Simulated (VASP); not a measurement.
# Sc (Cmmm) in VASP: a series of runs, part 2 of 2

VASP 6.6.1.

## 3. Single point, PBE

Input file INCAR:

```
SYSTEM = Sc
PREC = Accurate
ENCUT = 520
EDIFF = 1E-7
ISMEAR = 0
SIGMA = 0.1
LREAL = .False.
LASPH = .True.
NELM = 100
ALGO = Normal
ISIF = 2
LWAVE = .False.
LCHARG = .False.
GGA = PE
NBANDS = 24
```

Input file KPOINTS:

```
regular mesh
0
Gamma
  10 10 14
  0 0 0
```

Input file POSCAR:

```
Sc
1.0
    4.4361841245     -2.5603943384      0.0024221828
    4.4361841245      2.5603943384      0.0024221828
   -0.0017406310      0.0000000000      3.2326113691
Sc
3
Direct
    0.3333446656      0.3333446656      0.9999977160
    0.0000000000      0.0000000000      0.5000000000
    0.6666553344      0.6666553344      0.0000022840
```

Potentials or basis: VASP PAW PBE potentials, release 64 (Sc_sv).

On the command line:

```console
$ cat potpaw_PBE.64/Sc_sv/POTCAR > POTCAR
$ mpirun -np 1 vasp_std > vasp.out
```

OUTCAR:

```text
SYSTEM = Sc
   PREC = Accurate
   ENCUT = 520
   EDIFF = 1E-7
   ISMEAR = 0
   LREAL = .False.
   LASPH = .True.
   NELM = 100
   ISIF = 2
   GGA = PE

 ion  position               nearest neighbor table
   1  0.333  0.333  1.000-   3 2.96   3 2.96   3 2.96   2 3.37   2 3.37   2 3.37   2 3.37   2 3.37
                             2 3.37
   2  0.000  0.000  0.500-   3 3.37   3 3.37   1 3.37   1 3.37   3 3.37   1 3.37   3 3.37   1 3.37
                             3 3.37   1 3.37   3 3.37   1 3.37
   3  0.667  0.667  0.000-   1 2.96   1 2.96   1 2.96   2 3.37   2 3.37   2 3.37   2 3.37   2 3.37
                             2 3.37

  LATTYP: Found a simple monoclinic cell.
 ALAT       =     5.1207886768
 B/A-ratio  =     0.6312722594
 C/A-ratio  =     1.0002455216
 COS(beta)  =    -0.4998772693

  Lattice vectors:

 A1 = (   0.0000000000,  -5.1207886768,   0.0000000000)
 A2 = (  -0.0017406310,   0.0000000000,   3.2326113691)
 A3 = (  -4.4361841245,   2.5603943384,  -0.0024221828)

Analysis of symmetry for initial positions (statically):
=====================================================================
 Subroutine PRICEL returns:
 Original cell was already a primitive cell.

 Routine SETGRP: Setting up the symmetry group for a
 simple monoclinic supercell.

 Subroutine GETGRP returns: Found  4 space group operations
 (whereof  4 operations were pure point group operations)
 out of a pool of  4 trial point group operations.

The static configuration has the point symmetry C_2h.

Analysis of symmetry for dynamics (positions and initial velocities):
=====================================================================
 Subroutine PRICEL returns:
 Original cell was already a primitive cell.

 Routine SETGRP: Setting up the symmetry group for a
 simple monoclinic supercell.

 Subroutine GETGRP returns: Found  4 space group operations
 (whereof  4 operations were pure point group operations)
 out of a pool of  4 trial point group operations.

The dynamic configuration has the point symmetry C_2h.
[... 114 lines left out ...]
   EMIN   =  10.00;   EMAX   =-10.00  energy-range for DOS
   EFERMI =   0.00;   METHOD = LEGACY
   ISMEAR =     0;   SIGMA  =   0.10  broadening in eV -4-tet -1-fermi 0-gaus
   EFERMI_NEDOS =   21; number of points for ismear=-14 and -15
   IALGO  =     38    algorithm
   IMIX   =      4    mixing-type and parameters
     AMIX     =   0.40;   BMIX     =  1.00
     AMIX_MAG =   1.60;   BMIX_MAG =  1.00
  volume/ion in A,a.u.               =      24.48       165.19
  Fermi-wavevector in a.u.,A,eV,Ry     =   1.253948  2.369618 21.393598  1.572385
  Thomas-Fermi vector in A             =   2.387776
   LORBIT       =      0    0 simple, 1 ext, 2 COOP (PROOUT), +10 PAW based schemes
   GGA     = PE    functional components
   LHFCALC =     F    Hartree Fock is set to
   AEXX    =    0.0000 exact exchange contribution
   IVDW    =     0    specifies the selected vdW correction
   LEPSILON=     F    determine dielectric tensor
   LRPA    =     F    only Hartree local field effects (RPA)
 non-spin polarized calculation
 Gauss-broadening in eV      SIGMA  =   0.10
  energy-cutoff  :      520.00
  volume of cell :       73.43
 maximum number of plane-waves:      2016
 NGX is ok and might be reduce to    40
   NGX = 19   NGY = 19   NGZ = 13

 number of electron      33.0000003 magnetization

 Free energy of the ion-electron system (eV)
  ---------------------------------------------------
  ext. energy  EPLUGINS =         0.00000000
  ---------------------------------------------------
  free energy    TOTEN  =       -18.58451715 eV

  energy without entropy =      -18.55291122  energy(sigma->0) =      -18.56871419

 E-fermi :   3.6602     XC(G=0):  -9.9009

 val. band max:        3.6561417847   @ k =   0.0000   0.0000   0.0000
 cond. band min:       3.6650408460   @ k =   0.4000   0.4000   0.3571
 fundamental gap:      0.0088990613
 Fermi energy:         3.6602345259

 k-point     1 :       0.0000    0.0000    0.0000
  band No.  band energies     occupation
      1     -45.7358      2.00000
      2     -45.6757      2.00000
      3     -45.6214      2.00000
      4     -24.4937      2.00000
      5     -24.4935      2.00000
      6     -24.3838      2.00000
[... 637 lines left out ...]
     23       5.7490      0.00000
     24       6.4686      0.00000

 [... further k-points ...]
[... 5 lines left out ...]
  --------------------------------------------------------------------------------------
  -------------------------------------------------------------------------------------
  Total        0.0155987      0.0213009      0.0126778     -0.0000030     -0.0000000      0.0000017
  in kB        0.3403291      0.4647388      0.2766006     -0.0000653     -0.0000000      0.0000369
  external PRESSURE =       0.3605562 kB  Pullay stress =       0.0000000 kB

 VOLUME and BASIS-vectors are now :
 -----------------------------------------------------------------------------
  energy-cutoff  :      520.00
  volume of cell :       73.43
      direct lattice vectors                 reciprocal lattice vectors
     4.436184125 -2.560394338  0.002422183     0.112709446 -0.195282419  0.000060689
     4.436184125  2.560394338  0.002422183     0.112709446  0.195282419  0.000060689
    -0.001740631  0.000000000  3.232611369    -0.000168905  0.000000000  0.309347333

 POSITION                                       TOTAL-FORCE (eV/Angst)
 -----------------------------------------------------------------------------------
      2.95582      0.00000      3.23422        -0.000100     -0.000001     -0.000000
     -0.00087      0.00000      1.61631         0.000000      0.000000      0.000000
      5.91481      0.00000      0.00324         0.000100      0.000001      0.000000
 -----------------------------------------------------------------------------------
    total drift:                                0.000000      0.000000      0.000000

  FREE ENERGIE OF THE ION-ELECTRON SYSTEM (eV)
  ---------------------------------------------------
  free  energy   TOTEN  =       -18.5845171545 eV

  energy  without entropy=      -18.5529112247  energy(sigma->0) =      -18.56871419
```

stdout:

```text
POSCAR found type information on POSCAR Sc
 POSCAR found :  1 types and       3 ions
 scaLAPACK will be used
 -----------------------------------------------------------------------------
|                                                                             |
|           W    W    AA    RRRRR   N    N  II  N    N   GGGG   !!!           |
|           W    W   A  A   R    R  NN   N  II  NN   N  G    G  !!!           |
[... 18 lines left out ...]
 -----------------------------------------------------------------------------

 LDA part: xc-table for (Slater+PW92), standard interpolation
 POSCAR, INCAR and KPOINTS ok, starting setup
 FFT: planning ... GRIDC
 FFT: planning ... GRID_SOFT
 FFT: planning ... GRID
 WAVECAR not read
 entering main loop
```

Run time: 12 min. Hardware: 1 thread of Intel Xeon Platinum 8375C at 2.90GHz (Ice Lake), shared host; peak memory 0.61 GiB.

What came out:

```yaml
Free_energy: -18.5845 eV
Pressure: 0.0 GPa
```

Levels at points of the mesh, in eV from the Fermi level:
```tsv
k point	band 12	band 13	band 14	band 15	band 16	band 17	band 18	band 19	band 20	band 21
(0.00, 0.00, 0.00)	-27.77	-5.07	-0.75	-0.02	-0.02	-0.01	0.00	0.73	1.64	2.06
(0.50, 0.00, 0.00)	-27.78	-3.05	-3.00	-1.56	0.48	0.62	0.68	0.76	1.02	1.43
(0.00, 0.50, 0.00)	-27.78	-3.05	-3.00	-1.56	0.48	0.62	0.68	0.76	1.02	1.43
(0.50, 0.50, 0.00)	-27.78	-3.05	-3.00	-1.56	0.48	0.62	0.67	0.77	1.02	1.44
(0.00, 0.00, 0.50)	-27.80	-1.87	-1.45	-0.83	-0.83	-0.51	-0.51	1.67	1.67	1.76
(0.50, 0.00, 0.50)	-27.76	-1.49	-1.26	-0.63	-0.28	-0.08	-0.08	0.85	1.31	1.55
(0.00, 0.50, 0.50)	-27.76	-1.49	-1.26	-0.63	-0.28	-0.08	-0.08	0.85	1.31	1.55
(0.50, 0.50, 0.50)	-27.76	-1.49	-1.26	-0.63	-0.28	-0.08	-0.08	0.85	1.31	1.55
```
